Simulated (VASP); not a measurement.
# Sr (P6/mmm) in VASP: notebook, part 2 of 3

VASP 6.6.1.

### 3 Single point, revPBE (53.53 Å³/atom)

This run uses another cell than the first one, of 53.53 Å³/atom.

The input, INCAR:

```
SYSTEM = Sr
  PREC = Accurate
  ENCUT = 520
  EDIFF = 1E-7
  ISMEAR = -1
  SIGMA = 0.1
  LREAL = .FALSE.
  LASPH = .TRUE.
  NELM = 60
  ALGO = Normal
  ISIF = 2
  LWAVE = .FALSE.
  LCHARG = .FALSE.
  GGA = RE
  NBANDS = 22
```

The input, KPOINTS:

```
Automatic mesh
0
G
  6 6 9
  0 0 0
```

The input, POSCAR:

```
Sr
1.0
    6.7639610358      0.0000000000      0.0000000000
   -3.3819805179      5.8577620872      0.0000000000
    0.0000000000      0.0000000000      4.0527154899
Sr
3
Direct
    0.0000000000      1.0000000000      0.0000000000
    0.3333333333      0.6666666667      0.5000000000
    0.6666666667      0.3333333333      0.5000000000
```

Potentials or basis: VASP PAW PBE potentials, release 64 (Sr_sv).

Command:

```
$ cat potpaw_PBE.64/Sr_sv/POTCAR > POTCAR
$ mpirun -np 1 vasp_std > vasp.out
```

OUTCAR:

```text
SYSTEM = Sr
   PREC = Accurate
   ENCUT = 520
   EDIFF = 1E-7
   ISMEAR = -1
   LREAL = .FALSE.
   LASPH = .TRUE.
   NELM = 60
   ISIF = 2
   GGA = RE

 ion  position               nearest neighbor table
   1  0.000  0.000  0.000-   2 4.40   3 4.40   2 4.40   3 4.40   2 4.40   2 4.40   3 4.40   3 4.40
                             3 4.40   3 4.40   2 4.40   2 4.40
   2  0.333  0.667  0.500-   3 3.91   3 3.91   3 3.91   1 4.40   1 4.40   1 4.40   1 4.40   1 4.40
                             1 4.40
   3  0.667  0.333  0.500-   2 3.91   2 3.91   2 3.91   1 4.40   1 4.40   1 4.40   1 4.40   1 4.40
                             1 4.40

  LATTYP: Found a hexagonal cell.
 ALAT       =     6.7639610358
 C/A-ratio  =     0.5991630449

  Lattice vectors:

 A1 = (   6.7639610358,   0.0000000000,   0.0000000000)
 A2 = (  -3.3819805179,   5.8577620872,   0.0000000000)
 A3 = (   0.0000000000,   0.0000000000,   4.0527154899)

Analysis of symmetry for initial positions (statically):
=====================================================================
 Subroutine PRICEL returns:
 Original cell was already a primitive cell.

 Routine SETGRP: Setting up the symmetry group for a
 hexagonal supercell.

 Subroutine GETGRP returns: Found 24 space group operations
 (whereof 24 operations were pure point group operations)
 out of a pool of 24 trial point group operations.

The static configuration has the point symmetry D_6h.

Analysis of symmetry for dynamics (positions and initial velocities):
=====================================================================
 Subroutine PRICEL returns:
 Original cell was already a primitive cell.

 Routine SETGRP: Setting up the symmetry group for a
 hexagonal supercell.

 Subroutine GETGRP returns: Found 24 space group operations
 (whereof 24 operations were pure point group operations)
 out of a pool of 24 trial point group operations.

The dynamic configuration has the point symmetry D_6h.

 Subroutine INISYM returns: Found 24 space group operations
 (whereof 24 operations are pure point group operations),
 and found     1 'primitive' translations

----------------------------------------------------------------------------------------

                                     Primitive cell

  volume of cell :     160.5754

  direct lattice vectors                    reciprocal lattice vectors
     6.763961036  0.000000000  0.000000000     0.147842366  0.085356830  0.000000000
    -3.381980518  5.857762087  0.000000000     0.000000000  0.170713659  0.000000000
     0.000000000  0.000000000  4.052715490     0.000000000  0.000000000  0.246748138

  length of vectors
     6.763961036  6.763961036  4.052715490     0.170713659  0.170713659  0.246748138

  position of ions in fractional coordinates (direct lattice)
     0.000000000  0.000000000  0.000000000
     0.333333333  0.666666667  0.500000000
     0.666666667  0.333333333  0.500000000

  ion indices of the primitive-cell ions
   primitive index   ion index
                 1           1
                 2           2
                 3           3

----------------------------------------------------------------------------------------

 KPOINTS: Automatic mesh

Automatic generation of k-mesh.
 Grid dimensions read from file:
 generate k-points for:    6    6    9

 Generating k-lattice:

  Cartesian coordinates                     Fractional coordinates (reciprocal lattice)
     0.024640394  0.014226138  0.000000000     0.166666667  0.000000000  0.000000000
     0.000000000  0.028452277  0.000000000     0.000000000  0.166666667  0.000000000
     0.000000000  0.000000000  0.027416460     0.000000000  0.000000000  0.111111111

  Length of vectors
     0.028452277  0.028452277  0.027416460

  Shift w.r.t. Gamma in fractional coordinates (k-lattice)
     0.000000000  0.000000000  0.000000000

 Subroutine IBZKPT returns following result:
 ===========================================

 Found     35 irreducible k-points:

 Following reciprocal coordinates:
            Coordinates               Weight
  0.000000  0.000000  0.000000      1.000000
  0.166667  0.000000  0.000000      6.000000
  0.333333  0.000000  0.000000      6.000000
  0.500000  0.000000  0.000000      3.000000
  0.166667  0.166667  0.000000      6.000000
  0.333333  0.166667  0.000000     12.000000
[... 16 lines left out ...]
  0.166667  0.000000  0.333333     12.000000
  0.333333  0.000000  0.333333     12.000000
 [... further k-points ...]
   k-points           NKPTS =     35   k-points in BZ     NKDIM =     35   number of bands    NBANDS=     22
   number of dos      NEDOS =    301   number of ions     NIONS =      3
   total plane-waves  NPLWV =  75000
   dimension x,y,z NGX =    50 NGY =   50 NGZ =   30
   dimension x,y,z NGXF=   100 NGYF=  100 NGZF=   60
   ions per type =               3
   NGX,Y,Z   is equivalent  to a cutoff of  12.29, 12.29, 12.31 a.u.
   NGXF,Y,Z  is equivalent  to a cutoff of  24.58, 24.58, 24.61 a.u.
 SYSTEM =  Sr
   PREC   = accura    normal or accurate (medium, high low for compatibility)
   ISTART =      0    job   : 0-new  1-cont  2-samecut
   ICHARG =      2    charge: 1-file 2-atom 10-const
   ISPIN  =      1    spin polarized calculation?
   LNONCOLLINEAR =      F non collinear calculations
   LSORBIT =      F    spin-orbit coupling
   LASPH  =      T    aspherical Exc in radial PAW
   ENCUT  =  520.0 eV  38.22 Ry    6.18 a.u.  12.58 12.58  7.54*2*pi/ulx,y,z
   NELM   =     60;   NELMIN=  2; NELMDL= -5     # of ELM steps
   EDIFF  = 0.1E-06   stopping-criterion for ELM
   LREAL  =      F    real-space projection
   EDIFFG = 0.1E-05   stopping-criterion for IOM
   NSW    =      0    number of steps for IOM
   IBRION =     -1    ionic relax: 0-MD 1-quasi-New 2-CG
   NFREE  =      0    steps in history (QN), initial steepest desc. (CG)
   ISIF   =      2    stress and relaxation
   ISYM   =      2    0-nonsym 1-usesym 2-fastsym
   POTIM  = 0.5000    time-step for ionic-motion
   TEBEG  =    0.0;   TEEND  =   0.0 temperature during run
   PSTRESS=    0.0 pullay stress
   NELECT =      30.0000    total number of electrons
   NUPDOWN=      -1.0000    fix difference up-down
   EMIN   =  10.00;   EMAX   =-10.00  energy-range for DOS
   EFERMI =   0.00;   METHOD = LEGACY
   ISMEAR =    -1;   SIGMA  =   0.10  broadening in eV -4-tet -1-fermi 0-gaus
   EFERMI_NEDOS =   21; number of points for ismear=-14 and -15
   IALGO  =     38    algorithm
   IMIX   =      4    mixing-type and parameters
     AMIX     =   0.40;   BMIX     =  1.00
     AMIX_MAG =   1.60;   BMIX_MAG =  1.00
  volume/ion in A,a.u.               =      53.53       361.21
  Fermi-wavevector in a.u.,A,eV,Ry     =   0.935885  1.768565 11.917069  0.875880
  Thomas-Fermi vector in A             =   2.062838
   LORBIT       =      0    0 simple, 1 ext, 2 COOP (PROOUT), +10 PAW based schemes
   GGA     = RE    functional components
   LHFCALC =     F    Hartree Fock is set to
   AEXX    =    0.0000 exact exchange contribution
   IVDW    =     0    specifies the selected vdW correction
   LEPSILON=     F    determine dielectric tensor
   LRPA    =     F    only Hartree local field effects (RPA)
 non-spin polarized calculation
  energy-cutoff  :      520.00
  volume of cell :      160.58
 maximum number of plane-waves:      4354
   NGX = 25   NGY = 25   NGZ = 15

 number of electron      30.0000000 magnetization

 Free energy of the ion-electron system (eV)
  ---------------------------------------------------
  ext. energy  EPLUGINS =         0.00000000
  ---------------------------------------------------
  free energy    TOTEN  =        -4.32413677 eV

  energy without entropy =       -4.15655922  energy(sigma->0) =       -4.24034799

 E-fermi :   1.7464     XC(G=0):  -7.3439

 val. band max:        1.7419496745   @ k =   0.3333   0.0000   0.4444
 cond. band min:       1.7560681497   @ k =   0.1667   0.0000   0.4444
 fundamental gap:      0.0141184752
 Fermi energy:         1.7464372628

 k-point     1 :       0.0000    0.0000    0.0000
  band No.  band energies     occupation
      1     -34.8880      2.00000
      2     -34.8652      2.00000
      3     -34.7901      2.00000
      4     -16.9641      2.00000
      5     -16.9641      2.00000
      6     -16.8417      2.00000
[... 574 lines left out ...]
      6     -16.9153      2.00000
[... 14 lines left out ...]
     21       3.8228      0.00000
     22       3.9186      0.00000

 [... further k-points ...]

------------------------ aborting loop because EDIFF is reached ----------------------------------------

  FORCE on cell =-STRESS in cart. coord.  units (eV):
  Direction    XX          YY          ZZ          XY          YZ          ZX
  --------------------------------------------------------------------------------------
  -------------------------------------------------------------------------------------
  Total        1.0762156      1.0762156      0.8775488      0.0000000      0.0000000      0.0000000
  in kB       10.7381858     10.7381858      8.7559427      0.0000000      0.0000000      0.0000000
  external PRESSURE =      10.0774381 kB  Pullay stress =       0.0000000 kB

 VOLUME and BASIS-vectors are now :
 -----------------------------------------------------------------------------
  energy-cutoff  :      520.00
  volume of cell :      160.58
      direct lattice vectors                 reciprocal lattice vectors
     6.763961036  0.000000000  0.000000000     0.147842366  0.085356830  0.000000000
    -3.381980518  5.857762087  0.000000000     0.000000000  0.170713659  0.000000000
     0.000000000  0.000000000  4.052715490     0.000000000  0.000000000  0.246748138

 POSITION                                       TOTAL-FORCE (eV/Angst)
 -----------------------------------------------------------------------------------
      0.00000      0.00000      0.00000         0.000000      0.000000      0.000000
     -0.00000      3.90517      2.02636         0.000000      0.000000      0.000000
      3.38198      1.95259      2.02636        -0.000000     -0.000000     -0.000000
 -----------------------------------------------------------------------------------
    total drift:                                0.000000     -0.000000      0.000000

  FREE ENERGIE OF THE ION-ELECTRON SYSTEM (eV)
  ---------------------------------------------------
  free  energy   TOTEN  =        -4.3241367695 eV

  energy  without entropy=       -4.1565592204  energy(sigma->0) =       -4.24034799
```

OSZICAR:

```text
N       E                     dE             d eps       ncg     rms          rms(c)
DAV:   1     0.183317184520E+03    0.18332E+03   -0.13721E+04  1540   0.117E+03
DAV:   2     0.101976961906E+02   -0.17312E+03   -0.16918E+03  1800   0.263E+02
DAV:   3    -0.342487892658E+01   -0.13623E+02   -0.13366E+02  2658   0.537E+01
DAV:   4    -0.427767899437E+01   -0.85280E+00   -0.84917E+00  2238   0.113E+01
DAV:   5    -0.429531258219E+01   -0.17634E-01   -0.17628E-01  2230   0.183E+00    0.200E+01
DAV:   6    -0.430987547939E+01   -0.14563E-01   -0.37302E-02  2034   0.172E+00    0.112E+01
DAV:   7    -0.432318945350E+01   -0.13314E-01   -0.48890E-02  1798   0.211E+00    0.659E-01
DAV:   8    -0.432397987685E+01   -0.79042E-03   -0.64119E-03  2664   0.413E-01    0.255E-01
DAV:   9    -0.432406507699E+01   -0.85200E-04   -0.26350E-04  2144   0.938E-02    0.676E-02
DAV:  10    -0.432413329698E+01   -0.68220E-04   -0.41844E-05  2150   0.450E-02    0.540E-02
DAV:  11    -0.432413776901E+01   -0.44720E-05   -0.47420E-06  2482   0.143E-02    0.905E-03
DAV:  12    -0.432413691705E+01    0.85196E-06   -0.98499E-07  2182   0.725E-03    0.241E-03
DAV:  13    -0.432413721211E+01   -0.29506E-06   -0.18149E-07  1584   0.271E-03    0.286E-03
DAV:  14    -0.432413679224E+01    0.41988E-06   -0.45487E-08  1178   0.135E-03    0.227E-04
DAV:  15    -0.432413676949E+01    0.22744E-07   -0.17499E-08  1082   0.601E-04
   1 F= -.43241368E+01 E0= -.42403480E+01  d E =-.167578E+00
```

stdout:

```text
POSCAR found type information on POSCAR Sr
 POSCAR found :  1 types and       3 ions
 scaLAPACK will be used
 -----------------------------------------------------------------------------
|                                                                             |
|                                                                             |
|     You enforced a specific xc type in the INCAR file but a different       |
|     I HOPE YOU KNOW WHAT YOU ARE DOING!                                     |
|                                                                             |
 -----------------------------------------------------------------------------

 LDA part: xc-table for (Slater+PW92), standard interpolation
 POSCAR, INCAR and KPOINTS ok, starting setup
 FFT: planning ... GRIDC
 FFT: planning ... GRID_SOFT
 FFT: planning ... GRID
 WAVECAR not read
 entering main loop
```

Wall time 68 s (1 thread of AMD EPYC 9R45 (Zen 5), shared host); peak memory 0.26 GiB.

Results:

```
Free energy            : -4.3241 eV
Pressure               : 1.0 GPa
Band gap on the k mesh : zero (bands 15 and 16 overlap by 0.15 eV)
```

Stress tensor (GPa, compression positive):
```
1.07 0.00 0.00
0.00 1.07 0.00
0.00 0.00 0.88
```

Caveat: the PAW data sets were made with another functional, which shifts forces and pressure a little.

### 4 Single point, revPBE (55.85 Å³/atom)

This run uses another cell than the first one, of 55.85 Å³/atom.

The input, INCAR:

```
ALGO = Normal ; EDIFF = 1E-6
ENCUT = 520 ; GGA = RE
ISIF = 2 ; ISMEAR = -1
LASPH = True ; LCHARG = True
LELF = True ; LREAL = False
LVHAR = True ; LWAVE = False
NBANDS = 22 ; NELM = 60
PREC = Accurate ; SIGMA = 0.1
```

The input, KPOINTS:

```
k-points
0
Gamma
  6 6 9
```

The input, POSCAR:

```
Sr
1.0
    6.8606021074      0.0000000000      0.0000000000
   -3.4303010537      5.9414557102      0.0000000000
    0.0000000000      0.0000000000      4.1106192486
Sr
3
Direct
    0.0000000000      1.0000000000      0.0000000000
    0.3333333333      0.6666666667      0.5000000000
    0.6666666667      0.3333333333      0.5000000000
```

Command:

```
$ cat potpaw_PBE.64/Sr_sv/POTCAR > POTCAR
$ mpirun -np 1 vasp_std > vasp.out
```

Run time: 69 s. Hardware: 1 thread of AMD EPYC 9R45 (Zen 5), shared host; peak memory 0.31 GiB.

The run converged. Its results:

```
Free energy            : -4.3565 eV
Pressure               : 0.5 GPa
Band gap on the k mesh : zero (bands 15 and 16 overlap by 0.12 eV)
```

Stress tensor (GPa, compression positive):
```
0.52 0.00 0.00
0.00 0.52 0.00
0.00 0.00 0.39
```

Levels at points of the mesh, in eV from the Fermi level:
```
           k point  band 11  band 12  band 13  band 14  band 15  band 16  band 17  band 18  band 19  band 20
(0.00, 0.00, 0.00)   -18.57   -18.55    -3.59    -0.05     0.17     0.17     0.21     0.21     0.57     2.01
(0.50, 0.00, 0.00)   -18.58   -18.55    -2.34    -2.31    -0.98     0.15     1.08     1.29     1.32     1.38
```

Caveat: the PAW data sets were made with another functional, which shifts forces and pressure a little.

### 5 Single point, revPBE

This run uses another cell than the first one, of 58.18 Å³/atom.

The input, INCAR:

```
ALGO     = Normal         # electronic algorithm
EDIFF    = 1E-6           # SCF threshold, eV
ENCUT    = 520            # plane-wave cutoff, eV
GGA      = RE             # functional
ISIF     = 2              # what is computed and relaxed
ISMEAR   = -1             # smearing method
LASPH    = T              # aspherical terms in the spheres
LCHARG   = T              # write CHGCAR
LELF     = T              # ELF
LREAL    = F              # projectors in reciprocal space
LVHAR    = T            
LWAVE    = F              # write WAVECAR
NBANDS   = 22             # bands
NELM     = 100            # most SCF steps
PREC     = Accurate       # precision mode
SIGMA    = 0.1            # smearing width, eV
```

The input, KPOINTS:

```
k-points
0
Gamma
  6 6 8
```

The input, POSCAR:

```
Sr
1.0
    6.9545946380      0.0000000000      0.0000000000
   -3.4772973190      6.0228556296      0.0000000000
    0.0000000000      0.0000000000      4.1669360995
Sr
3
Direct
    0.0000000000      1.0000000000      0.0000000000
    0.3333333333      0.6666666667      0.5000000000
    0.6666666667      0.3333333333      0.5000000000
```

Command:

```
$ cat potpaw_PBE.64/Sr_sv/POTCAR > POTCAR
$ mpirun -np 1 vasp_std > vasp.out
```

It took 60 s on 1 thread of AMD EPYC 9R45 (Zen 5), shared host; peak memory 0.31 GiB.

Results (log left out):

```yaml
Free_energy: -4.3669 eV
Pressure: 0.0 GPa
Band_gap_on_the_k_mesh: zero (bands 15 and 16 overlap by 0.22 eV)
```

Levels at points of the mesh, in eV from the Fermi level:
| k point | band 12 | band 13 | band 14 | band 15 | band 16 | band 17 | band 18 | band 19 |
| --- | --- | --- | --- | --- | --- | --- | --- | --- |
| (0.00, 0.00, 0.00) | -18.63 | -3.52 | -0.03 | 0.17 | 0.17 | 0.20 | 0.20 | 0.53 |
| (0.50, 0.00, 0.00) | -18.63 | -2.31 | -2.29 | -0.95 | 0.11 | 1.08 | 1.28 | 1.32 |
| (0.00, 0.00, 0.50) | -18.66 | -1.37 | -0.96 | 0.13 | 0.13 | 0.28 | 0.28 | 1.70 |
| (0.50, 0.00, 0.50) | -18.65 | -0.76 | -0.72 | -0.05 | 0.00 | 0.12 | 0.54 | 0.92 |

Caveat: the PAW data sets were made with another functional, which shifts forces and pressure a little.

(Part 2 of 3 ends here.)

The gap in the log of VASP goes by the Fermi energy; the results here count the filled bands.